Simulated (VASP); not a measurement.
# C in VASP: notebook

The runs below take C through single point, with r2SCAN.

All numbers are computed with VASP 6.6.1; they aren't measurements. Logs are shortened: lines on timing, memory, paths and dates and some standing lists are left out, and cuts for length are marked.

### Step 1. The cell of the first run

The typed cell holds 4 atoms: a = 2.456 Å, b = 2.456 Å, c = 7.116 Å, α = 90.00°, β = 90.00°, γ = 119.98°.

### Step 2. Single point, r2SCAN

Contents of POSCAR:

```
C
1.0
    1.2281241541     -2.1264611512      0.0000000000
    1.2281241541      2.1264611512      0.0000000000
    0.0000000000      0.0000000000      7.1155529783
C
4
Direct
    0.0833249879      0.9166750121      0.7499217597
    0.5833249879      0.4166750121      0.2500782403
    0.9166750121      0.0833249879      0.2500782403
    0.4166750121      0.5833249879      0.7499217597
```

Contents of INCAR.step1:

```
ALGO     = Normal         # electronic algorithm
EDIFF    = 1E-4           # SCF threshold, eV
ENCUT    = 520            # plane-wave cutoff, eV
GGA      = PE             # functional
ISMEAR   = 0              # smearing method
LASPH    = T              # aspherical terms in the spheres
LCHARG   = F              # write CHGCAR
LREAL    = F              # projectors in reciprocal space
LWAVE    = T              # write WAVECAR
NBANDS   = 16             # bands
NELM     = 100            # most SCF steps
PREC     = Accurate       # precision mode
SIGMA    = 0.1            # smearing width, eV
```

Contents of INCAR.step2:

```
ALGO     = Normal         # electronic algorithm
EDIFF    = 1E-6           # SCF threshold, eV
ENCUT    = 520            # plane-wave cutoff, eV
ISIF     = 2              # what is computed and relaxed
ISMEAR   = 0              # smearing method
ISTART   = 1            
LASPH    = T              # aspherical terms in the spheres
LCHARG   = F              # write CHGCAR
LMIXTAU  = T            
LREAL    = F              # projectors in reciprocal space
LWAVE    = F              # write WAVECAR
METAGGA  = R2SCAN         # meta-GGA
NBANDS   = 16             # bands
NELM     = 100            # most SCF steps
PREC     = Accurate       # precision mode
SIGMA    = 0.1            # smearing width, eV
```

Contents of KPOINTS:

```
k-points
0
Gamma
  18 18 6
```

Potentials or basis: VASP PAW PBE potentials, release 64 (C).

Launch:

```console
$ cat potpaw_PBE.64/C/POTCAR > POTCAR
$ cp INCAR.step1 INCAR
$ mpirun -np 1 vasp_std > vasp.out
$ cp INCAR.step2 INCAR
$ mpirun -np 1 vasp_std > vasp.out
```

OUTCAR:

```text
EDIFF = 1E-6
   ENCUT = 520
   ISIF = 2
   ISMEAR = 0
   ISTART = 1
   LASPH = T
   LREAL = F
   METAGGA = R2SCAN
   NELM = 100
   PREC = Accurate

 ion  position               nearest neighbor table
   1  0.083  0.917  0.750-   4 1.42   4 1.42   4 1.42
   2  0.583  0.417  0.250-   3 1.42   3 1.42   3 1.42
   3  0.917  0.083  0.250-   2 1.42   2 1.42   2 1.42
   4  0.417  0.583  0.750-   1 1.42   1 1.42   1 1.42

  LATTYP: Found a base centered orthorhombic cell.
 ALAT       =     2.4562483082
 B/A-ratio  =     1.7314708322
 C/A-ratio  =     2.8969192384

  Lattice vectors:

 A1 = (   1.2281241541,  -2.1264611512,   0.0000000000)
 A2 = (   1.2281241541,   2.1264611512,   0.0000000000)
 A3 = (   0.0000000000,   0.0000000000,   7.1155529783)

Analysis of symmetry for initial positions (statically):
=====================================================================
 Subroutine PRICEL returns:
 Original cell was already a primitive cell.

 Routine SETGRP: Setting up the symmetry group for a
 base centered orthorhombic supercell.

 Subroutine GETGRP returns: Found  8 space group operations
 (whereof  4 operations were pure point group operations)
 out of a pool of  8 trial point group operations.

The static configuration has the point symmetry C_2h.
 The point group associated with its full space group is D_2h.

Analysis of symmetry for dynamics (positions and initial velocities):
=====================================================================
 Subroutine PRICEL returns:
 Original cell was already a primitive cell.

 Routine SETGRP: Setting up the symmetry group for a
 base centered orthorhombic supercell.

 Subroutine GETGRP returns: Found  8 space group operations
 (whereof  4 operations were pure point group operations)
 out of a pool of  8 trial point group operations.

The dynamic configuration has the point symmetry C_2h.
 The point group associated with its full space group is D_2h.

 Subroutine INISYM returns: Found  8 space group operations
 (whereof  4 operations are pure point group operations),
 and found     1 'primitive' translations

----------------------------------------------------------------------------------------

                                     Primitive cell

  volume of cell :      37.1654

  direct lattice vectors                    reciprocal lattice vectors
[... 91 lines left out ...]
   EDIFF  = 0.1E-05   stopping-criterion for ELM
   LREAL  =      F    real-space projection
   EDIFFG = 0.1E-04   stopping-criterion for IOM
   NSW    =      0    number of steps for IOM
   IBRION =     -1    ionic relax: 0-MD 1-quasi-New 2-CG
   NFREE  =      0    steps in history (QN), initial steepest desc. (CG)
   ISIF   =      2    stress and relaxation
   ISYM   =      2    0-nonsym 1-usesym 2-fastsym
   POTIM  = 0.5000    time-step for ionic-motion
   TEBEG  =    0.0;   TEEND  =   0.0 temperature during run
   PSTRESS=    0.0 pullay stress
   NELECT =      16.0000    total number of electrons
   NUPDOWN=      -1.0000    fix difference up-down
   EMIN   =  10.00;   EMAX   =-10.00  energy-range for DOS
   EFERMI =   0.00;   METHOD = LEGACY
   ISMEAR =     0;   SIGMA  =   0.10  broadening in eV -4-tet -1-fermi 0-gaus
   EFERMI_NEDOS =   21; number of points for ismear=-14 and -15
   IALGO  =     38    algorithm
   IMIX   =      4    mixing-type and parameters
     AMIX     =   0.40;   BMIX     =  1.00
     AMIX_MAG =   1.60;   BMIX_MAG =  1.00
  volume/ion in A,a.u.               =       9.29        62.70
  Fermi-wavevector in a.u.,A,eV,Ry     =   1.236143  2.335971 20.790374  1.528049
  Thomas-Fermi vector in A             =   2.370764
   LORBIT       =      0    0 simple, 1 ext, 2 COOP (PROOUT), +10 PAW based schemes
   METAGGA = R2SCAN    functional components
   LHFCALC =     F    Hartree Fock is set to
   AEXX    =    0.0000 exact exchange contribution
   IVDW    =     0    specifies the selected vdW correction
   LEPSILON=     F    determine dielectric tensor
   LRPA    =     F    only Hartree local field effects (RPA)
 non-spin polarized calculation
 Gauss-broadening in eV      SIGMA  =   0.10
  energy-cutoff  :      520.00
  volume of cell :       37.17
 maximum number of plane-waves:      1024
   NGX =  9   NGY =  9   NGZ = 27

 number of electron      15.9999994 magnetization

 Free energy of the ion-electron system (eV)
  ---------------------------------------------------
  ext. energy  EPLUGINS =         0.00000000
  ---------------------------------------------------
  free energy    TOTEN  =       -39.74828387 eV

  energy without entropy =      -39.74789662  energy(sigma->0) =      -39.74809025

 E-fermi :   4.1879     XC(G=0): -10.7234

 val. band max:        4.1878553092   @ k =   0.3333   0.3333   0.5000
 cond. band min:       4.1885118719   @ k =   0.3333   0.3333   0.5000
 fundamental gap:      0.0006565627
 Fermi energy:         4.1878616382

 k-point     1 :       0.0000    0.0000    0.0000
  band No.  band energies     occupation
      1     -16.7468      2.00000
      2     -16.5617      2.00000
      3      -4.6362      2.00000
      4      -3.1531      2.00000
      5       0.9665      2.00000
      6       0.9765      2.00000
[... 433 lines left out ...]
      3      -3.4215      2.00000
      4      -2.2823      2.00000
      5      -2.2435      2.00000
      6      -1.9965      2.00000
[... 8 lines left out ...]
     15      16.1360      0.00000
     16      16.2274      0.00000

 [... further k-points ...]

------------------------ aborting loop because EDIFF is reached ----------------------------------------

  FORCE on cell =-STRESS in cart. coord.  units (eV):
  Direction    XX          YY          ZZ          XY          YZ          ZX
  --------------------------------------------------------------------------------------
  -------------------------------------------------------------------------------------
  Total        0.2374157      0.2381204     -0.0291004      0.0000000      0.0000000      0.0000000
  in kB       10.2348548     10.2652337     -1.2545007      0.0000000      0.0000000      0.0000000
  external PRESSURE =       6.4151960 kB  Pullay stress =       0.0000000 kB

 VOLUME and BASIS-vectors are now :
 -----------------------------------------------------------------------------
  energy-cutoff  :      520.00
  volume of cell :       37.17
      direct lattice vectors                 reciprocal lattice vectors
     1.228124154 -2.126461151  0.000000000     0.407124962 -0.235132440  0.000000000
     1.228124154  2.126461151  0.000000000     0.407124962  0.235132440  0.000000000
     0.000000000  0.000000000  7.115552978     0.000000000  0.000000000  0.140537215

 POSITION                                       TOTAL-FORCE (eV/Angst)
 -----------------------------------------------------------------------------------
      1.22812      1.77209      5.33611         0.000000      0.000253      0.000187
      1.22812     -0.35437      1.77944         0.000000      0.000253     -0.000187
      1.22812     -1.77209      1.77944         0.000000     -0.000253     -0.000187
      1.22812      0.35437      5.33611         0.000000     -0.000253      0.000187
 -----------------------------------------------------------------------------------
    total drift:                                0.000000     -0.000000      0.000000

  FREE ENERGIE OF THE ION-ELECTRON SYSTEM (eV)
  ---------------------------------------------------
  free  energy   TOTEN  =       -39.7482838723 eV

  energy  without entropy=      -39.7478966214  energy(sigma->0) =      -39.74809025
```

OUTCAR.step1:

```text
EDIFF = 1E-4
   ENCUT = 520
   GGA = PE
   ISMEAR = 0
[... 688 lines left out ...]
      1.22812      1.77209      5.33611         0.000000      0.003659      0.000223
      1.22812     -0.35437      1.77944         0.000000      0.003659     -0.000223
      1.22812     -1.77209      1.77944         0.000000     -0.003659     -0.000223
      1.22812      0.35437      5.33611         0.000000     -0.003659      0.000223
 -----------------------------------------------------------------------------------
    total drift:                                0.000000     -0.000000      0.000000

  FREE ENERGIE OF THE ION-ELECTRON SYSTEM (eV)
  ---------------------------------------------------
  free  energy   TOTEN  =       -36.8691454508 eV

  energy  without entropy=      -36.8687377437  energy(sigma->0) =      -36.86894160
```

Wall time 16 min (1 thread of Intel Xeon 8259CL, shared host); peak memory 0.26 GiB.

What came out:

```yaml
Free_energy: -39.7483 eV
Pressure: 0.6 GPa
Band_gap_on_the_k_mesh: zero (filled and empty bands touch)
```

Caveat: the PAW data sets were made with another functional, which shifts forces and pressure a little.

### Step 3. Single point, r2SCAN (biaxial strain in the a-b plane: -3.0 %, then relaxed in part)

Contents of POSCAR:

```
C
1.0
    2.3825609059      0.0000000000      0.0000000000
    0.0000000000      4.1253347046      0.0000000000
    0.0000000000      0.0000000000      7.0882934303
C
8
Direct
    0.5000000000      0.4166351582      0.7500000000
    0.5000000000      0.9166351582      0.2500000000
    0.5000000000      0.5833648418      0.2500000000
    0.5000000000      0.0833648418      0.7500000000
    0.0000000000      0.9166351582      0.7500000000
    0.0000000000      0.4166351582      0.2500000000
    0.0000000000      0.0833648418      0.2500000000
    0.0000000000      0.5833648418      0.7500000000
```

Contents of INCAR.step1:

```
PREC = Accurate ; ENCUT = 520
ISMEAR = 0 ; SIGMA = 0.1
LREAL = False ; LASPH = True
NELM = 80 ; NBANDS = 26
GGA = PE ; ALGO = Normal
EDIFF = 1E-4 ; LWAVE = True
LCHARG = False
```

Contents of INCAR.step2:

```
PREC = Accurate ; ENCUT = 520
EDIFF = 1E-6 ; ISMEAR = 0
SIGMA = 0.1 ; LREAL = False
LASPH = True ; NELM = 80
ALGO = Normal ; ISIF = 2
LWAVE = False ; LCHARG = False
METAGGA = R2SCAN ; LMIXTAU = True
NBANDS = 26 ; ISTART = 1
```

Contents of KPOINTS:

```
Automatic mesh
0
Gamma
  14 8 6
```

Potentials or basis: VASP PAW PBE potentials, release 64 (C).

Launch:

```console
$ cat potpaw_PBE.64/C/POTCAR > POTCAR
$ cp INCAR.step1 INCAR
$ mpirun -np 1 vasp_std > vasp.out
$ cp INCAR.step2 INCAR
$ mpirun -np 1 vasp_std > vasp.out
```

Wall time 14 min (1 thread of Intel Xeon Platinum 8259CL at 2.50GHz (Skylake/Cascade Lake), shared host); peak memory 0.31 GiB.

It converged, with:

```
Free energy : -78.9143 eV
Pressure    : 28.9 GPa
```

Stress tensor (GPa, compression positive):
```
43.49  0.00  0.00
 0.00 43.21  0.00
 0.00  0.00 -0.13
```

Caveat: the cell differs from its parent crystal (biaxial strain in the a-b plane: -3.0 %, then relaxed in part); the stress differs along the axes, from -0 to 43 GPa; the PAW data sets were made with another functional, which shifts forces and pressure a little.
